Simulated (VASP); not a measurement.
RbBr, 2 atoms in the cell. The structure is tetragonal, space group P4/mmm (No. 123). The conventional cell has a = 4.124 Å, b = 4.124 Å, c = 3.972 Å, α = 90.00°, β = 90.00°, γ = 90.00°. Rb (site symmetry 4/mmm) has 8 Br at 3.53 Å and 6 Rb at 3.97 to 4.12 Å within 4.6 Å. Br (site symmetry 4/mmm) has 8 Rb at 3.53 Å and 6 Br at 3.97 to 4.12 Å within 4.6 Å.  This cell differs from its parent crystal: uniaxial z strain -3.7%.

```yaml
Program: VASP 6.6.1
Task: single point
Functional: PBE
Potentials_or_basis: VASP PAW PBE potentials, release 64 (Rb_sv, Br)
Cutoff: 520 eV
k_mesh: 6 × 6 × 6
Occupations: fermi-dirac, width 0.02 eV
Spin: no spin polarisation
Dipole_correction: no
Further_INCAR_settings: ALGO = Normal; EDIFF = 1e-06; NBANDS = 15
```

Potentials or basis: VASP PAW PBE potentials, release 64 (Rb_sv, Br).

Command:

```sh
$ cat potpaw_PBE.64/Rb_sv/POTCAR potpaw_PBE.64/Br/POTCAR > POTCAR
$ mpirun -np 1 vasp_std > vasp.out
```

Hardware: 1 thread of Intel(R) Xeon(R) 6975P-C (Granite Rapids), with other jobs on the host.

Question: How long does it take, and how much memory?

Answer: It took 12 s on 1 thread of Intel(R) Xeon(R) 6975P-C (Granite Rapids), on a shared host, peak memory 0.2 GiB. Counts: scf iterations 11, k points 40.
